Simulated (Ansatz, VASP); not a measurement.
**Ga3BAs4 in VASP and in Ansatz**

```
B As Ga
1.0
     5.39855    0.00000    0.00000
     0.00000    5.39855    0.00000
     0.00000    0.00000    5.39855
B As Ga
1 4 3
Direct
  0.00000 0.00000 0.00000
  0.22764 0.22764 0.22764
  0.77236 0.77236 0.22764
  0.77236 0.22764 0.77236
  0.22764 0.77236 0.77236
  0.50000 0.50000 0.00000
  0.50000 0.00000 0.50000
  0.00000 0.50000 0.50000
```

Alike in both runs: task single point; functional PBE; k mesh 4 × 4 × 4; no spin polarisation.

```csv
,VASP,Ansatz
version,VASP 6.6.1,Ansatz 0.2.0
potentials or method,"VASP PAW PBE potentials, release 64 (B, As, Ga_d)","plane waves, PAW"
plane-wave cutoff (eV),520,420
occupations,"gaussian, width 0.01 eV",fixed
valence electrons in the cell,62,102
```

Ansatz gave:

* gap on the k mesh at the Fermi level (eV): 0.65
* pressure (GPa): 5.2
* rms of the force components (eV/Å): 0.006

Estimate VASP's values.

gap on the k mesh at the Fermi level (eV): 0.64; pressure (GPa): 5.5; rms of the force components (eV/Å): 0.001.

VASP's potentials hold 62 valence electrons a cell and Ansatz's 102, so a difference there can come from the potentials and not from the codes.
